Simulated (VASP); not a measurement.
Write the native input for VASP 6.6.1 that does the following.

```
Task                   : single point
Functional             : PBE
Potentials or basis    : VASP PAW PBE potentials, release 64 (Sb, In_d, Bi_d)
Cutoff                 : 520 eV
k mesh                 : 6 × 6 × 4
Occupations            : fermi-dirac, width 0.02 eV
Spin                   : no spin polarisation
Dipole correction      : no
Further INCAR settings : ALGO = Normal; EDIFF = 1e-06; NBANDS = 31
```

The structure of In2BiSb lies in POSCAR:

```
In2BiSb
1.0
    4.7786680388      0.0000000000      0.0000000000
    0.0000000000      4.7786680388      0.0000000000
    0.0000000000      0.0000000000      6.7246422166
Sb In Bi
1 2 1
Direct
    0.0000000000      0.0000000000      0.0000000000
    0.0000000000      0.5000000000      0.7568794077
    0.5000000000      0.0000000000      0.2431205923
    0.5000000000      0.5000000000      0.5000000000
```

These files were run (other wordings do the same):

INCAR

```
  PREC = Accurate
  ENCUT = 520
  EDIFF = 1E-6
  ISMEAR = -1
  SIGMA = 0.02
  LREAL = F
  LASPH = T
  NELM = 100
  ALGO = Normal
  ISIF = 2
  LWAVE = F
  LCHARG = F
  GGA = PE
  NBANDS = 31
```

KPOINTS

```
Automatic mesh
0
Gamma
  6 6 4
```

Potentials or basis: VASP PAW PBE potentials, release 64 (Sb, In_d, Bi_d).

Run with:

```bash
$ cat potpaw_PBE.64/Sb/POTCAR potpaw_PBE.64/In_d/POTCAR potpaw_PBE.64/Bi_d/POTCAR > POTCAR
$ mpirun -np 1 vasp_std > vasp.out
```

It gave:

```yaml
Pressure: -0.1 GPa
Band_gap_on_the_k_mesh: zero (bands 23 and 24 overlap by 0.07 eV)
```

Caveat: spin-orbit coupling is left out, which moves the levels of the heavy elements.

Run time: 2 min on 1 thread of Intel(R) Xeon(R) Platinum 8488C (Sapphire Rapids), with other jobs on the host, peak memory 0.33 GiB.
